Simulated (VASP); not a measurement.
# W: single point with PBE

The system is W.

```
W
1.0
    -1.50312    1.50312    1.80374
     1.50312   -1.50312    1.80374
     1.50312    1.50312   -1.80374
W
1
Direct
  0.00000 0.00000 0.00000
```

This cell differs from its parent crystal: ratio of the length along z to the lengths across it x 1.2, volume and fractional coordinates fixed.

```json
{
  "Program": "VASP 6.6.1",
  "Task": "single point",
  "Functional": "PBE",
  "Potentials or basis": "VASP PAW PBE potentials, release 64 (W_sv)",
  "Cutoff": "520 eV",
  "k mesh": "24 × 24 × 24",
  "Occupations": "gaussian, width 0.15 eV",
  "Spin": "no spin polarisation",
  "Dipole correction": "no",
  "Further INCAR settings": "ALGO = Fast; EDIFF = 1e-06; NBANDS = 13"
}
```

* Pressure: 1.0 GPa
* Band gap on the k mesh: zero (bands 7 and 8 overlap by 5.54 eV)

Stress tensor (GPa, compression positive):
```
 11.15   0.00   0.00
  0.00  11.15   0.00
  0.00   0.00 -19.16
```

Levels at points of the mesh, in eV from the Fermi level:
```csv
k point,band 4,band 5,band 6,band 7,band 8,band 9,band 10,band 11
"(0.00, 0.00, 0.00)",-37.73,-9.42,-1.43,-1.43,0.55,0.57,3.07,12.85
"(0.50, 0.00, 0.00)",-37.77,-6.04,-2.38,0.26,0.33,3.78,5.43,10.21
"(0.50, 0.50, 0.00)",-37.91,-5.99,-4.56,1.65,3.97,4.21,6.10,11.18
"(0.50, 0.50, 0.50)",-38.38,-5.79,-5.26,4.65,5.04,5.32,5.32,9.78
```

Run time: 110 s on 1 thread of Intel Xeon 6975P-C, on a shared host, peak memory 0.32 GiB.

Caveat: the stress differs along the axes, from -19 to 11 GPa; spin-orbit coupling is left out, which moves the levels of the heavy elements.
